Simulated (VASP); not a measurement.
# Ti5O in VASP: a series of runs

Ti5O is run at these levels: PBE; tasks: single point.

Everything below comes from runs of VASP 6.6.1. Logs are shortened: lines on timing, memory, paths and dates and some standing lists are left out, and cuts for length are marked.

### Step 1. The cell of the first run

The cell holds a slab with vacuum, 6 atoms: a = 2.938 Å, b = 2.938 Å, c = 24.712 Å, α = 90.00°, β = 90.00°, γ = 120.00°.

### Step 2. Single point, PBE

INCAR

```
PREC     = Accurate       # precision mode
ENCUT    = 520            # plane-wave cutoff, eV
EDIFF    = 1E-7           # SCF threshold, eV
ISMEAR   = 0              # smearing method
SIGMA    = 0.1            # smearing width, eV
LREAL    = False          # projectors in reciprocal space
LASPH    = True           # aspherical terms in the spheres
NELM     = 80             # most SCF steps
ALGO     = Normal         # electronic algorithm
ISIF     = 2              # what is computed and relaxed
LWAVE    = False          # write WAVECAR
LCHARG   = False          # write CHGCAR
LDIPOL   = True         
IDIPOL   = 3            
DIPOL    = 0.5 0.5 0.391
GGA      = PE             # functional
NBANDS   = 42             # bands
```

KPOINTS

```
Automatic mesh
0
Gamma
  9 9 1
```

POSCAR

```
Ti5O
1.0
    2.9381632086      0.0000000000      0.0000000000
   -1.4690816043      2.5445239791      0.0000000000
    0.0000000000      0.0000000000     24.7117068140
Ti O
5 1
Direct
    0.6666666667      0.3333333333      0.1618666015
    0.3333333333      0.6666666667      0.2559609806
    0.6666666667      0.3333333333      0.3506708119
    0.3333333333      0.6666666667      0.4475655916
    0.6666666667      0.3333333333      0.5346335206
    0.6666666667      0.5000000000      0.5970049689
```

Potentials or basis: VASP PAW PBE potentials, release 64 (Ti_sv, O).

Command:

```sh
$ cat potpaw_PBE.64/Ti_sv/POTCAR potpaw_PBE.64/O/POTCAR > POTCAR
$ mpirun -np 1 vasp_std > vasp.out
```

OUTCAR:

```text
PREC = Accurate
   ENCUT = 520
   EDIFF = 1E-7
   ISMEAR = 0
   LREAL = False
   LASPH = True
   NELM = 80
   ISIF = 2
   GGA = PE

 ion  position               nearest neighbor table
   1  0.667  0.333  0.162-   2 2.88   2 2.88   2 2.88
   2  0.333  0.667  0.256-   1 2.88   1 2.88   1 2.88   3 2.89   3 2.89   3 2.89
   3  0.667  0.333  0.351-   2 2.89   2 2.89   2 2.89
   4  0.333  0.667  0.448-   5 2.74   5 2.74   5 2.74
   5  0.667  0.333  0.535-   6 1.62   4 2.74   4 2.74   4 2.74
   6  0.667  0.500  0.597-   5 1.62

  LATTYP: Found a hexagonal cell.
 ALAT       =     2.9381632086
 C/A-ratio  =     8.4105970498

  Lattice vectors:

 A1 = (   2.9381632086,   0.0000000000,   0.0000000000)
 A2 = (  -1.4690816043,   2.5445239791,   0.0000000000)
 A3 = (   0.0000000000,   0.0000000000,  24.7117068140)

Analysis of symmetry for initial positions (statically):
=====================================================================
 Subroutine PRICEL returns:
 Original cell was already a primitive cell.

 Routine SETGRP: Setting up the symmetry group for a
 hexagonal supercell.

 Subroutine GETGRP returns: Found  1 space group operations
 (whereof  1 operations were pure point group operations)
 out of a pool of 24 trial point group operations.

The static configuration has the point symmetry C_1 .

Analysis of symmetry for dynamics (positions and initial velocities):
=====================================================================
 Subroutine PRICEL returns:
 Original cell was already a primitive cell.

 Routine SETGRP: Setting up the symmetry group for a
 hexagonal supercell.

 Subroutine GETGRP returns: Found  1 space group operations
 (whereof  1 operations were pure point group operations)
 out of a pool of 24 trial point group operations.

The dynamic configuration has the point symmetry C_1 .

 Subroutine INISYM returns: Found  1 space group operations
 (whereof  1 operations are pure point group operations),
 and found     1 'primitive' translations

----------------------------------------------------------------------------------------

                                     Primitive cell

  volume of cell :     184.7503

  direct lattice vectors                    reciprocal lattice vectors
     2.938163209  0.000000000  0.000000000     0.340348690  0.196500408  0.000000000
    -1.469081604  2.544523979  0.000000000     0.000000000  0.393000816  0.000000000
     0.000000000  0.000000000 24.711706814     0.000000000  0.000000000  0.040466650

  length of vectors
     2.938163209  2.938163209 24.711706814     0.393000816  0.393000816  0.040466650

  position of ions in fractional coordinates (direct lattice)
     0.666666667  0.333333333  0.161866602
     0.333333333  0.666666667  0.255960981
     0.666666667  0.333333333  0.350670812
     0.333333333  0.666666667  0.447565592
     0.666666667  0.333333333  0.534633521
     0.666666667  0.500000000  0.597004969

  ion indices of the primitive-cell ions
   primitive index   ion index
                 1           1
                 2           2
                 3           3
                 4           4
                 5           5
                 6           6

----------------------------------------------------------------------------------------

 KPOINTS: Automatic mesh

Automatic generation of k-mesh.
 Grid dimensions read from file:
 generate k-points for:    9    9    1

 Generating k-lattice:

  Cartesian coordinates                     Fractional coordinates (reciprocal lattice)
     0.037816521  0.021833379  0.000000000     0.111111111  0.000000000  0.000000000
     0.000000000  0.043666757  0.000000000     0.000000000  0.111111111  0.000000000
     0.000000000  0.000000000  0.040466650     0.000000000  0.000000000  1.000000000

  Length of vectors
     0.043666757  0.043666757  0.040466650

  Shift w.r.t. Gamma in fractional coordinates (k-lattice)
     0.000000000  0.000000000  0.000000000

 Subroutine IBZKPT returns following result:
 ===========================================

 Found     41 irreducible k-points:

 Following reciprocal coordinates:
            Coordinates               Weight
  0.000000  0.000000  0.000000      1.000000
  0.111111 -0.000000  0.000000      2.000000
  0.000000  0.111111  0.000000      2.000000
 -0.111111  0.111111  0.000000      2.000000
  0.222222 -0.000000  0.000000      2.000000
  0.000000  0.222222  0.000000      2.000000
[... 16 lines left out ...]
  0.333333  0.111111  0.000000      2.000000
 -0.111111  0.444444  0.000000      2.000000
 [... further k-points ...]
   k-points           NKPTS =     41   k-points in BZ     NKDIM =     41   number of bands    NBANDS=     42
   number of dos      NEDOS =    301   number of ions     NIONS =      6
   total plane-waves  NPLWV = 110592
   dimension x,y,z NGX =    24 NGY =   24 NGZ =  192
   dimension x,y,z NGXF=    48 NGYF=   48 NGZF=  384
   ions per type =               5   1
   NGX,Y,Z   is equivalent  to a cutoff of  13.58, 13.58, 12.92 a.u.
   NGXF,Y,Z  is equivalent  to a cutoff of  27.16, 27.16, 25.83 a.u.
 SYSTEM =  unknown system
   PREC   = accura    normal or accurate (medium, high low for compatibility)
   ISTART =      0    job   : 0-new  1-cont  2-samecut
   ICHARG =      2    charge: 1-file 2-atom 10-const
   ISPIN  =      1    spin polarized calculation?
   LNONCOLLINEAR =      F non collinear calculations
   LSORBIT =      F    spin-orbit coupling
   LASPH  =      T    aspherical Exc in radial PAW
   ENCUT  =  520.0 eV  38.22 Ry    6.18 a.u.   5.46  5.46 45.95*2*pi/ulx,y,z
   NELM   =     80;   NELMIN=  2; NELMDL= -5     # of ELM steps
   EDIFF  = 0.1E-06   stopping-criterion for ELM
   LREAL  =      F    real-space projection
   EDIFFG = 0.1E-05   stopping-criterion for IOM
   NSW    =      0    number of steps for IOM
   IBRION =     -1    ionic relax: 0-MD 1-quasi-New 2-CG
   NFREE  =      0    steps in history (QN), initial steepest desc. (CG)
   ISIF   =      2    stress and relaxation
   ISYM   =      2    0-nonsym 1-usesym 2-fastsym
   POTIM  = 0.5000    time-step for ionic-motion
   TEBEG  =    0.0;   TEEND  =   0.0 temperature during run
   PSTRESS=    0.0 pullay stress
   NELECT =      66.0000    total number of electrons
   NUPDOWN=      -1.0000    fix difference up-down
   EMIN   =  10.00;   EMAX   =-10.00  energy-range for DOS
   EFERMI =   0.00;   METHOD = LEGACY
   ISMEAR =     0;   SIGMA  =   0.10  broadening in eV -4-tet -1-fermi 0-gaus
   EFERMI_NEDOS =   21; number of points for ismear=-14 and -15
   IALGO  =     38    algorithm
   IMIX   =      4    mixing-type and parameters
     AMIX     =   0.40;   BMIX     =  1.00
     AMIX_MAG =   1.60;   BMIX_MAG =  1.00
  volume/ion in A,a.u.               =      30.79       207.79
  Fermi-wavevector in a.u.,A,eV,Ry     =   1.161612  2.195128 18.358917  1.349342
  Thomas-Fermi vector in A             =   2.298182
   LORBIT       =      0    0 simple, 1 ext, 2 COOP (PROOUT), +10 PAW based schemes
   GGA     = PE    functional components
   LHFCALC =     F    Hartree Fock is set to
   AEXX    =    0.0000 exact exchange contribution
   IVDW    =     0    specifies the selected vdW correction
   LEPSILON=     F    determine dielectric tensor
   LRPA    =     F    only Hartree local field effects (RPA)
 non-spin polarized calculation
 Gauss-broadening in eV      SIGMA  =   0.10
  energy-cutoff  :      520.00
  volume of cell :      184.75
 maximum number of plane-waves:      5059
 NGX is ok and might be reduce to    24
   NGX = 11   NGY = 11   NGZ = 91

 dipolmoment           0.000000      0.000000     -0.040914 electrons x Angstroem

 number of electron      65.9999990 magnetization

 dipolmoment           0.000000      0.000000      0.172812 electrons x Angstroem

 Free energy of the ion-electron system (eV)
  ---------------------------------------------------
  ext. energy  EPLUGINS =         0.00000000
  ---------------------------------------------------
  free energy    TOTEN  =       -44.91593344 eV

  energy without entropy =      -44.86775218  energy(sigma->0) =      -44.89184281

 E-fermi :   0.6719     XC(G=0):  -6.5370

 val. band max:        0.6672784008   @ k =   0.0000   0.2222   0.0000
 cond. band min:       0.6821658011   @ k =   0.2222  -0.0000   0.0000
 fundamental gap:      0.0148874003
 Fermi energy:         0.6719390793

 k-point     1 :       0.0000    0.0000    0.0000
  band No.  band energies     occupation
      1     -56.2883      2.00000
      2     -56.0915      2.00000
      3     -56.0260      2.00000
      4     -55.8762      2.00000
      5     -55.3411      2.00000
      6     -32.7113      2.00000
[... 34 lines left out ...]
     41       1.8297      0.00000
     42       2.0751      0.00000

 k-point     2 :       0.1111   -0.0000    0.0000
  band No.  band energies     occupation
      1     -56.2796      2.00000
      2     -56.0817      2.00000
      3     -56.0195      2.00000
      4     -55.8676      2.00000
      5     -55.3333      2.00000
      6     -32.6950      2.00000
[... 34 lines left out ...]
     41       1.9826      0.00000
     42       2.0808      0.00000

 k-point     3 :       0.0000    0.1111    0.0000
  band No.  band energies     occupation
      1     -56.2796      2.00000
      2     -56.0817      2.00000
      3     -56.0195      2.00000
      4     -55.8676      2.00000
      5     -55.3332      2.00000
      6     -32.6950      2.00000
[... 897 lines left out ...]
      4     -55.8081      2.00000
      5     -55.2795      2.00000
      6     -32.6598      2.00000
[... 34 lines left out ...]
     41       2.7568      0.00000
     42       2.9982      0.00000

 k-point    24 :      -0.1111    0.4444    0.0000
  band No.  band energies     occupation
      1     -56.2195      2.00000
      2     -56.0086      2.00000
      3     -55.9797      2.00000
      4     -55.8081      2.00000
      5     -55.2791      2.00000
      6     -32.6587      2.00000
[... 34 lines left out ...]
     41       2.6509      0.00000
     42       2.9907      0.00000

 [... further k-points ...]

------------------------ aborting loop because EDIFF is reached ----------------------------------------

 vacuum level on the upper side and lower side of the slab       (xc-potential included)         1.897        -2.257

  FORCE on cell =-STRESS in cart. coord.  units (eV):
  Direction    XX          YY          ZZ          XY          YZ          ZX
  --------------------------------------------------------------------------------------
  -------------------------------------------------------------------------------------
  Total        1.9531687      1.8785667      1.7334563      0.0105822      1.4463378     -0.6623085
  in kB       16.9381175     16.2911594     15.0327447      0.0917703     12.5428182     -5.7436205
  external PRESSURE =      16.0873405 kB  Pullay stress =       0.0000000 kB

 VOLUME and BASIS-vectors are now :
 -----------------------------------------------------------------------------
  energy-cutoff  :      520.00
  volume of cell :      184.75
      direct lattice vectors                 reciprocal lattice vectors
     2.938163209  0.000000000  0.000000000     0.340348690  0.196500408  0.000000000
    -1.469081604  2.544523979  0.000000000     0.000000000  0.393000816  0.000000000
     0.000000000  0.000000000 24.711706814     0.000000000  0.000000000  0.040466650

 POSITION                                       TOTAL-FORCE (eV/Angst)
 -----------------------------------------------------------------------------------
      1.46908      0.84817      4.00000         0.001874      0.000126      0.525757
     -0.00000      1.69635      6.32523        -0.003865      0.011647     -0.478268
      1.46908      0.84817      8.66567         0.010826     -0.025505      0.159546
     -0.00000      1.69635     11.06011        -0.082115      0.061871     -1.604857
      1.46908      0.84817     13.21171         0.591862     -1.050741      1.013518
      1.22423      1.27226     14.75301        -0.518583      1.002602      0.384305
 -----------------------------------------------------------------------------------
    total drift:                                0.000002      0.000012     -0.000672

  FREE ENERGIE OF THE ION-ELECTRON SYSTEM (eV)
  ---------------------------------------------------
  free  energy   TOTEN  =       -44.9159334388 eV

  energy  without entropy=      -44.8677521833  energy(sigma->0) =      -44.89184281

 vacuum level on the upper side and lower side of the slab         9.122         4.875
```

Wall time 15 min (1 thread of Intel Xeon 6975P-C, shared host); peak memory 0.47 GiB.

What came out:

```yaml
Free_energy: -44.9159 eV
Largest_force: 1.608 eV/Å
Band_gap_on_the_k_mesh: zero (band 33 reaches 1.39 eV, above the bottom of band 34 at 0.45 eV)
```

Forces in eV/Å, atoms in the order of the input:
```
Ti   0.002  0.000  0.526
Ti  -0.004  0.012 -0.478
Ti   0.011 -0.026  0.160
Ti  -0.082  0.062 -1.605
Ti   0.592 -1.051  1.014
O   -0.519  1.003  0.384
```

### Step 3. Single point, PBE

INCAR

```
ALGO = Normal
DIPOL = 0.5 0.5 0.388
EDIFF = 1E-6
ENCUT = 520
GGA = PE
IDIPOL = 3
ISIF = 2
ISMEAR = 0
LASPH = True
LCHARG = True
LDIPOL = True
LELF = True
LREAL = False
LVACPOTAV = True
LVHAR = True
LWAVE = False
NBANDS = 42
NELM = 60
PREC = Accurate
SIGMA = 0.1
```

KPOINTS

```
k-points
0
Gamma
  9 9 1
```

Changes to POSCAR since step 2:

```diff
@@ -13,2 +13,2 @@
     0.6666666667      0.3333333333      0.5346335206
-    0.6666666667      0.5000000000      0.5970049689
+    0.8333333333      1.0000000000      0.5791244864
```

Potentials or basis: VASP PAW PBE potentials, release 64 (Ti_sv, O).

Command:

```sh
$ cat potpaw_PBE.64/Ti_sv/POTCAR potpaw_PBE.64/O/POTCAR > POTCAR
$ mpirun -np 1 vasp_std > vasp.out
```

OUTCAR:

```text
EDIFF = 1E-6
   ENCUT = 520
   GGA = PE
   ISIF = 2
   ISMEAR = 0
   LASPH = True
   LREAL = False
   NELM = 60
   PREC = Accurate

 ion  position               nearest neighbor table
   1  0.667  0.333  0.162-   2 2.88   2 2.88   2 2.88
   2  0.333  0.667  0.256-   1 2.88   1 2.88   1 2.88   3 2.89   3 2.89   3 2.89
   3  0.667  0.333  0.351-   2 2.89   2 2.89   2 2.89
   4  0.333  0.667  0.448-   5 2.74   5 2.74   5 2.74
   5  0.667  0.333  0.535-   6 1.70   6 2.08   6 2.40   4 2.74   4 2.74   4 2.74
   6  0.833  0.000  0.579-   5 1.70   5 2.08   5 2.40

  LATTYP: Found a hexagonal cell.
 ALAT       =     2.9381632086
 C/A-ratio  =     8.4105970498

  Lattice vectors:

 A1 = (   2.9381632086,   0.0000000000,   0.0000000000)
 A2 = (  -1.4690816043,   2.5445239791,   0.0000000000)
 A3 = (   0.0000000000,   0.0000000000,  24.7117068140)

Analysis of symmetry for initial positions (statically):
=====================================================================
 Subroutine PRICEL returns:
 Original cell was already a primitive cell.

 Routine SETGRP: Setting up the symmetry group for a
[... 179 lines left out ...]
  energy without entropy =      -46.60041580  energy(sigma->0) =      -46.62241455

 E-fermi :   1.2931     XC(G=0):  -6.4477

 val. band max:        1.2929291328   @ k =  -0.2222   0.1111   0.0000
 cond. band min:       1.2946107687   @ k =   0.4444  -0.1111   0.0000
 fundamental gap:      0.0016816359
 Fermi energy:         1.2931132907

 k-point     1 :       0.0000    0.0000    0.0000
  band No.  band energies     occupation
      1     -55.6715      2.00000
      2     -55.6438      2.00000
      3     -55.5014      2.00000
      4     -55.4331      2.00000
      5     -55.2808      2.00000
      6     -32.1656      2.00000
[... 1069 lines left out ...]
     41       3.2834      0.00000
     42       3.5817      0.00000

 [... further k-points ...]
[... 5 lines left out ...]
  --------------------------------------------------------------------------------------
  -------------------------------------------------------------------------------------
  Total        1.9647500      1.1021506      1.7259976     -1.5347874     -1.9039284      2.3609956
  in kB       17.0385520      9.5579845     14.9680618    -13.3098637    -16.5110989     20.4748417
  external PRESSURE =      13.8548661 kB  Pullay stress =       0.0000000 kB

 VOLUME and BASIS-vectors are now :
 -----------------------------------------------------------------------------
  energy-cutoff  :      520.00
  volume of cell :      184.75
      direct lattice vectors                 reciprocal lattice vectors
     2.938163209  0.000000000  0.000000000     0.340348690  0.196500408  0.000000000
    -1.469081604  2.544523979  0.000000000     0.000000000  0.393000816  0.000000000
     0.000000000  0.000000000 24.711706814     0.000000000  0.000000000  0.040466650

 POSITION                                       TOTAL-FORCE (eV/Angst)
 -----------------------------------------------------------------------------------
      1.46908      0.84817      4.00000         0.002230     -0.008044      0.537273
     -0.00000      1.69635      6.32523        -0.020902      0.008871     -0.459510
      1.46908      0.84817      8.66567         0.058360     -0.015446     -0.000739
     -0.00000      1.69635     11.06011        -0.013151      0.081960     -1.594912
      1.46908      0.84817     13.21171        -2.278338      1.580732      1.403236
      2.44847      0.00000     14.31115         2.251801     -1.648073      0.114651
 -----------------------------------------------------------------------------------
    total drift:                                0.000173     -0.000158      0.000506

  FREE ENERGIE OF THE ION-ELECTRON SYSTEM (eV)
  ---------------------------------------------------
  free  energy   TOTEN  =       -46.6444133084 eV

  energy  without entropy=      -46.6004158011  energy(sigma->0) =      -46.62241455

 vacuum level on the upper side and lower side of the slab         7.987         5.712
```

It took 14 min on 1 thread of Intel Xeon 6975P-C, shared host; peak memory 0.47 GiB.

Results:

- Free energy: -46.6444 eV
- Largest force: 3.108 eV/Å
- Band gap on the k mesh: zero (band 33 reaches 1.95 eV, above the bottom of band 34 at 0.92 eV)

Forces on the atoms (eV/Å):
```
Ti   0.002 -0.008  0.537
Ti  -0.021  0.009 -0.460
Ti   0.058 -0.015 -0.001
Ti  -0.013  0.082 -1.595
Ti  -2.278  1.581  1.403
O    2.252 -1.648  0.115
```

Levels at points of the mesh, in eV from the Fermi level:
| k point | band 29 | band 30 | band 31 | band 32 | band 33 | band 34 | band 35 | band 36 | band 37 | band 38 |
| --- | --- | --- | --- | --- | --- | --- | --- | --- | --- | --- |
| (0.00, 0.00, 0.00) | -0.84 | -0.13 | 0.16 | 0.45 | 0.66 | 0.69 | 0.71 | 0.74 | 0.76 | 0.78 |

(Continued in part 2 of 2.)
